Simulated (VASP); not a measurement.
# AlRu (P4/mmm) in VASP: further runs

Runs on AlRu. Level: PBE. Tasks: relaxation of the atoms.

Everything below comes from runs of VASP 6.6.1. Logs are shortened: lines on timing, memory, paths and dates and some standing lists are left out, and cuts for length are marked.

## (1) The cell of the first run

The structure is tetragonal, space group P4/mmm (No. 123). The conventional cell has a = 2.992 Å, b = 2.992 Å, c = 3.022 Å, α = 90.00°, β = 90.00°, γ = 90.00°. Within 3.4 Å of Al (site symmetry 4/mmm) lie 8 Ru at 2.60 Å and 6 Al at 2.99 to 3.02 Å. Within 3.4 Å of Ru (site symmetry 4/mmm) lie 8 Al at 2.60 Å and 6 Ru at 2.99 to 3.02 Å.

## (2) Relaxation of the atoms, PBE (z stretched by +1 %)

File INCAR:

```
SYSTEM = AlRu
ALGO     = Normal         ! electronic algorithm
EDIFF    = 1E-6           ! SCF threshold, eV
EDIFFG   = -0.02          ! ionic threshold
ENCUT    = 520            ! plane-wave cutoff, eV
GGA      = PE             ! functional
IBRION   = 2              ! ionic algorithm
ISIF     = 2              ! what is computed and relaxed
ISMEAR   = -1             ! smearing method
LASPH    = .True.         ! aspherical terms in the spheres
LCHARG   = .False.        ! write CHGCAR
LREAL    = .False.        ! projectors in reciprocal space
LWAVE    = .False.        ! write WAVECAR
NELM     = 80             ! most SCF steps
NSW      = 80             ! ionic steps
PREC     = Accurate       ! precision mode
SIGMA    = 0.05           ! smearing width, eV
```

File KPOINTS:

```
k-points
0
Gamma
  16 16 16
  0 0 0
```

File POSCAR:

```
AlRu
1.0
    2.9916000000      0.0000000000      0.0000000000
    0.0000000000      2.9916000000      0.0000000000
    0.0000000000      0.0000000000      3.0215160000
Al Ru
1 1
Direct
    0.0000000000      0.0000000000      0.0000000000
    0.5000000000      0.5000000000      0.5000000000
```

Potentials or basis: VASP PAW PBE potentials, release 64 (Al, Ru_pv).

Command:

```console
> cat potpaw_PBE.64/Al/POTCAR potpaw_PBE.64/Ru_pv/POTCAR > POTCAR
> mpirun -np 1 vasp_std > vasp.out
```

OUTCAR:

```text
SYSTEM = AlRu
   EDIFF = 1E-6
   EDIFFG = -0.02
   ENCUT = 520
   GGA = PE
   IBRION = 2
   ISIF = 2
   ISMEAR = -1
   LASPH = .True.
   LREAL = .False.
   NELM = 80
   NSW = 80
   PREC = Accurate

 ion  position               nearest neighbor table
   1  0.000  0.000  0.000-   2 2.60   2 2.60   2 2.60   2 2.60   2 2.60   2 2.60   2 2.60   2 2.60

   2  0.500  0.500  0.500-   1 2.60   1 2.60   1 2.60   1 2.60   1 2.60   1 2.60   1 2.60   1 2.60

  LATTYP: Found a simple tetragonal cell.
 ALAT       =     2.9916000000
 C/A-ratio  =     1.0100000000

  Lattice vectors:

 A1 = (   2.9916000000,   0.0000000000,   0.0000000000)
 A2 = (   0.0000000000,   2.9916000000,   0.0000000000)
 A3 = (   0.0000000000,   0.0000000000,   3.0215160000)

Analysis of symmetry for initial positions (statically):
=====================================================================
 Subroutine PRICEL returns:
 Original cell was already a primitive cell.

 Routine SETGRP: Setting up the symmetry group for a
 simple tetragonal supercell.

 Subroutine GETGRP returns: Found 16 space group operations
 (whereof 16 operations were pure point group operations)
 out of a pool of 16 trial point group operations.

The static configuration has the point symmetry D_4h.

Analysis of symmetry for dynamics (positions and initial velocities):
=====================================================================
 Subroutine PRICEL returns:
 Original cell was already a primitive cell.

 Routine SETGRP: Setting up the symmetry group for a
 simple tetragonal supercell.

 Subroutine GETGRP returns: Found 16 space group operations
 (whereof 16 operations were pure point group operations)
 out of a pool of 16 trial point group operations.

The dynamic configuration has the point symmetry D_4h.

 Subroutine INISYM returns: Found 16 space group operations
 (whereof 16 operations are pure point group operations),
 and found     1 'primitive' translations

----------------------------------------------------------------------------------------

                                     Primitive cell

  volume of cell :      27.0416

  direct lattice vectors                    reciprocal lattice vectors
     2.991600000  0.000000000  0.000000000     0.334269287  0.000000000  0.000000000
     0.000000000  2.991600000  0.000000000     0.000000000  0.334269287  0.000000000
     0.000000000  0.000000000  3.021516000     0.000000000  0.000000000  0.330959690

  length of vectors
     2.991600000  2.991600000  3.021516000     0.334269287  0.334269287  0.330959690

  position of ions in fractional coordinates (direct lattice)
[... 93 lines left out ...]
   EFERMI =   0.00;   METHOD = LEGACY
   ISMEAR =    -1;   SIGMA  =   0.05  broadening in eV -4-tet -1-fermi 0-gaus
   EFERMI_NEDOS =   21; number of points for ismear=-14 and -15
   IALGO  =     38    algorithm
   IMIX   =      4    mixing-type and parameters
     AMIX     =   0.40;   BMIX     =  1.00
     AMIX_MAG =   1.60;   BMIX_MAG =  1.00
  volume/ion in A,a.u.               =      13.52        91.24
  Fermi-wavevector in a.u.,A,eV,Ry     =   1.402428  2.650204 26.759987  1.966804
  Thomas-Fermi vector in A             =   2.525190
   LORBIT       =      0    0 simple, 1 ext, 2 COOP (PROOUT), +10 PAW based schemes
   GGA     = PE    functional components
   LHFCALC =     F    Hartree Fock is set to
   AEXX    =    0.0000 exact exchange contribution
   IVDW    =     0    specifies the selected vdW correction
   LEPSILON=     F    determine dielectric tensor
   LRPA    =     F    only Hartree local field effects (RPA)
 conjugate gradient relaxation of ions
 non-spin polarized calculation
  energy-cutoff  :      520.00
  volume of cell :       27.04
 maximum number of plane-waves:       743
 NGX is ok and might be reduce to    24
   NGX = 11   NGY = 11   NGZ = 11

 number of electron      16.9999996 magnetization

 Free energy of the ion-electron system (eV)
  ---------------------------------------------------
  ext. energy  EPLUGINS =         0.00000000
  ---------------------------------------------------
  free energy    TOTEN  =       -14.26357467 eV

  energy without entropy =      -14.24941980  energy(sigma->0) =      -14.25649723

 E-fermi :  10.5926     XC(G=0): -12.5150

 val. band max:       10.5845612094   @ k =   0.3750   0.0625   0.1250
 cond. band min:      10.5933630267   @ k =   0.5000   0.1250   0.4375
 fundamental gap:      0.0088018173
 Fermi energy:        10.5926006664

 k-point     1 :       0.0000    0.0000    0.0000
  band No.  band energies     occupation
      1     -31.1938      2.00000
      2     -31.1827      2.00000
      3     -31.1827      2.00000
      4       0.9606      2.00000
      5       7.0625      2.00000
      6       7.0666      2.00000
      7      10.7330      0.11387
      8      10.7330      0.11387
      9      10.7944      0.03474
     10      16.4073      0.00000
     11      16.7091      0.00000
     12      16.7091      0.00000
[... 331 lines left out ...]
 k-point    24 :       0.5000    0.1250    0.0000
  band No.  band energies     occupation
      1     -31.3866      2.00000
      2     -31.1945      2.00000
      3     -31.1731      2.00000
      4       5.0865      2.00000
      5       5.1179      2.00000
      6       8.0345      2.00000
      7       8.9794      2.00000
      8       8.9961      2.00000
      9      10.6964      0.22308
     10      12.8598      0.00000
     11      18.1659      0.00000
     12      20.2061      0.00000

 [... further k-points ...]

------------------------ aborting loop because EDIFF is reached ----------------------------------------

  FORCE on cell =-STRESS in cart. coord.  units (eV):
  Direction    XX          YY          ZZ          XY          YZ          ZX
  --------------------------------------------------------------------------------------
  -------------------------------------------------------------------------------------
  Total        0.1765602      0.1765602     -0.1013923      0.0000000      0.0000000      0.0000000
  in kB       10.4609604     10.4609604     -6.0073588      0.0000000      0.0000000      0.0000000
  external PRESSURE =       4.9715207 kB  Pullay stress =       0.0000000 kB

 VOLUME and BASIS-vectors are now :
 -----------------------------------------------------------------------------
  energy-cutoff  :      520.00
  volume of cell :       27.04
      direct lattice vectors                 reciprocal lattice vectors
     2.991600000  0.000000000  0.000000000     0.334269287  0.000000000  0.000000000
     0.000000000  2.991600000  0.000000000     0.000000000  0.334269287  0.000000000
     0.000000000  0.000000000  3.021516000     0.000000000  0.000000000  0.330959690

 POSITION                                       TOTAL-FORCE (eV/Angst)
 -----------------------------------------------------------------------------------
      0.00000      0.00000      0.00000         0.000000      0.000000      0.000000
      1.49580      1.49580      1.51076         0.000000      0.000000      0.000000
 -----------------------------------------------------------------------------------
    total drift:                                0.000000     -0.000000     -0.000000

  FREE ENERGIE OF THE ION-ELECTRON SYSTEM (eV)
  ---------------------------------------------------
  free  energy   TOTEN  =       -14.2635746650 eV

  energy  without entropy=      -14.2494198017  energy(sigma->0) =      -14.25649723

 reached required accuracy - stopping structural energy minimisation
```

CONTCAR:

```text
AlRu
   1.00000000000000
     2.9916000000000000    0.0000000000000000    0.0000000000000000
     0.0000000000000000    2.9916000000000000    0.0000000000000000
     0.0000000000000000    0.0000000000000000    3.0215160000000001
  Al              Ru
     1     1
Direct
     0.0000000000000000    0.0000000000000000    0.0000000000000000
     0.5000000000000000    0.5000000000000000    0.5000000000000000

  0.00000000E+00  0.00000000E+00  0.00000000E+00
  0.00000000E+00  0.00000000E+00  0.00000000E+00
```

Run time: 1.8 min. Hardware: 1 thread of Oxide Virtual Turin-like, shared host; peak memory 0.23 GiB.

What came out:

```
Free energy             : -14.2636 eV
Pressure after relaxing : 0.5 GPa
Band gap on the k mesh  : zero (an odd number of electrons rules out a gap without spin polarisation)
```

Final structure:
```
CELL_PARAMETERS angstrom
2.99160 0.00000 0.00000
0.00000 2.99160 0.00000
0.00000 0.00000 3.02152
ATOMIC_POSITIONS crystal
Al 0.00000 0.00000 0.00000
Ru 0.50000 0.50000 0.50000
```

Caveat: the cell differs from its parent crystal (z stretched by +1 %); the relaxation stopped at its first step, so nothing moved.

## (3) Relaxation of the atoms, PBE (z stretched by +3 %)

File INCAR:

```
PREC     = Accurate       # precision mode
ENCUT    = 520            # plane-wave cutoff, eV
EDIFF    = 1E-6           # SCF threshold, eV
ISMEAR   = -1             # smearing method
SIGMA    = 0.05           # smearing width, eV
LREAL    = False          # projectors in reciprocal space
LASPH    = True           # aspherical terms in the spheres
NELM     = 80             # most SCF steps
ALGO     = Normal         # electronic algorithm
ISIF     = 2              # what is computed and relaxed
LWAVE    = False          # write WAVECAR
LCHARG   = False          # write CHGCAR
GGA      = PE             # functional
IBRION   = 2              # ionic algorithm
NSW      = 80             # ionic steps
EDIFFG   = -0.02          # ionic threshold
```

File KPOINTS:

```
Automatic mesh
0
Gamma
  16 16 16
```

Changes to POSCAR since step 2:

```diff
@@ -4,3 +4,3 @@
     0.0000000000      2.9916000000      0.0000000000
-    0.0000000000      0.0000000000      3.0215160000
+    0.0000000000      0.0000000000      3.0813480000
 Al Ru
```

Potentials or basis: VASP PAW PBE potentials, release 64 (Al, Ru_pv).

Command:

```console
> cat potpaw_PBE.64/Al/POTCAR potpaw_PBE.64/Ru_pv/POTCAR > POTCAR
> mpirun -np 1 vasp_std > vasp.out
```

Wall time 3.3 min (1 thread of Oxide Virtual Turin-like, shared host); peak memory 0.22 GiB.

It converged, with:

| Property | Result |
| --- | --- |
| Free energy | -14.2520 eV |
| Pressure after relaxing | -3.3 GPa |
| Band gap on the k mesh | zero (an odd number of electrons rules out a gap without spin polarisation) |

Stress tensor (GPa, compression positive):
```
-1.78  0.00  0.00
 0.00 -1.78  0.00
 0.00  0.00 -6.34
```

Final structure:
```
Al Ru
1.0
     2.99160    0.00000    0.00000
     0.00000    2.99160    0.00000
     0.00000    0.00000    3.08135
Al Ru
1 1
Direct
  0.00000 0.00000 0.00000
  0.50000 0.50000 0.50000
```

Levels at points of the mesh, in eV from the Fermi level:
| k point | band 7 | band 8 | band 9 | band 10 | band 11 | band 12 |
| --- | --- | --- | --- | --- | --- | --- |
| (0.00, 0.00, 0.00) | 0.10 | 0.10 | 0.27 | 5.34 | 6.22 | 6.22 |
| (0.50, 0.00, 0.00) | -1.78 | -1.45 | 0.36 | 2.33 | 7.42 | 10.36 |
| (0.50, 0.50, 0.00) | -1.30 | -1.25 | -1.25 | 1.57 | 5.36 | 6.03 |
| (0.00, 0.00, 0.50) | -1.44 | -1.44 | 0.48 | 1.84 | 7.47 | 11.11 |
| (0.50, 0.00, 0.50) | -1.31 | -1.08 | -1.00 | 1.37 | 4.99 | 5.85 |
| (0.50, 0.50, 0.50) | 1.43 | 1.64 | 2.38 | 3.94 | 4.11 | 4.11 |

Caveat: the cell differs from its parent crystal (z stretched by +3 %); the relaxation stopped at its first step, so nothing moved.

## (4) Relaxation of the atoms, PBE (z stretched by -1 %)

File INCAR:

```
SYSTEM = AlRu
ALGO = Normal ; EDIFF = 1E-7
EDIFFG = -0.02 ; ENCUT = 520
GGA = PE ; IBRION = 2
ISIF = 2 ; ISMEAR = -1
LASPH = .TRUE. ; LCHARG = .FALSE.
LREAL = .FALSE. ; LWAVE = .FALSE.
NELM = 80 ; NSW = 80
PREC = Accurate ; SIGMA = 0.05
```

File KPOINTS:

```
k-points
0
G
  16 16 16
  0 0 0
```

Changes to POSCAR since step 3:

```diff
@@ -4,3 +4,3 @@
     0.0000000000      2.9916000000      0.0000000000
-    0.0000000000      0.0000000000      3.0813480000
+    0.0000000000      0.0000000000      2.9616840000
 Al Ru
```

Command:

```console
> cat potpaw_PBE.64/Al/POTCAR potpaw_PBE.64/Ru_pv/POTCAR > POTCAR
> mpirun -np 1 vasp_std > vasp.out
```

It took 2.5 min on 1 thread of Oxide Virtual Turin-like, shared host; peak memory 0.22 GiB.

Results (log left out):

| Quantity | Value |
| --- | --- |
| Free energy | -14.2546 eV |
| Pressure after relaxing | 4.8 GPa |
| Band gap on the k mesh | zero (an odd number of electrons rules out a gap without spin polarisation) |

Stress tensor (GPa, compression positive):
```
4.20 0.00 0.00
0.00 4.20 0.00
0.00 0.00 5.99
```

Final structure:
```yaml
crystal:
  lattice:
    - [2.99160, 0.00000, 0.00000]
    - [0.00000, 2.99160, 0.00000]
    - [0.00000, 0.00000, 2.96168]
  atoms:
    - { symbol: Al, position: [0.00000, 0.00000, 0.00000] }
    - { symbol: Ru, position: [0.50000, 0.50000, 0.50000] }
```

Levels at points of the mesh, in eV from the Fermi level:
| k point | band 6 | band 7 | band 8 | band 9 | band 10 | band 11 | band 12 |
| --- | --- | --- | --- | --- | --- | --- | --- |
| (0.00, 0.00, 0.00) | -3.64 | 0.12 | 0.19 | 0.19 | 6.01 | 6.01 | 6.32 |
| (0.50, 0.00, 0.00) | -2.84 | -1.68 | -1.56 | 0.44 | 2.25 | 7.43 | 10.98 |
| (0.50, 0.50, 0.00) | -1.43 | -1.43 | -1.14 | -1.14 | 1.50 | 5.27 | 6.28 |
| (0.00, 0.00, 0.50) | -2.80 | -1.68 | -1.68 | 0.39 | 2.43 | 7.42 | 10.98 |
| (0.50, 0.00, 0.50) | -1.41 | -1.33 | -1.25 | -1.22 | 1.56 | 5.41 | 6.34 |
| (0.50, 0.50, 0.50) | -4.69 | 1.60 | 1.67 | 2.62 | 4.12 | 4.12 | 4.19 |

Caveat: the cell differs from its parent crystal (z stretched by -1 %); the relaxation stopped at its first step, so nothing moved.

## (5) Overview

```csv
cell,gap on the mesh (eV),pressure (GPa)
"atoms relaxed from a = 2.992, b = 2.992, c = 3.022 Å, 2 atoms",none,0.5
"atoms relaxed from a = 2.992, b = 2.992, c = 3.081 Å, 2 atoms",none,-3.3
"atoms relaxed from a = 2.992, b = 2.992, c = 2.962 Å, 2 atoms",none,4.8
```

Alike in all rows: task relaxation of the atoms; level PBE; potentials or basis VASP PAW PBE potentials, release 64 (Al, Ru_pv); no spin polarisation; k mesh 16 × 16 × 16; cutoff (eV) 520; smearing fermi-dirac 0.05 eV.

Caveats: the relaxation stopped at its first step, so nothing moved.

Total energies depend on the potentials used, so only differences within one code and one set of settings carry meaning.
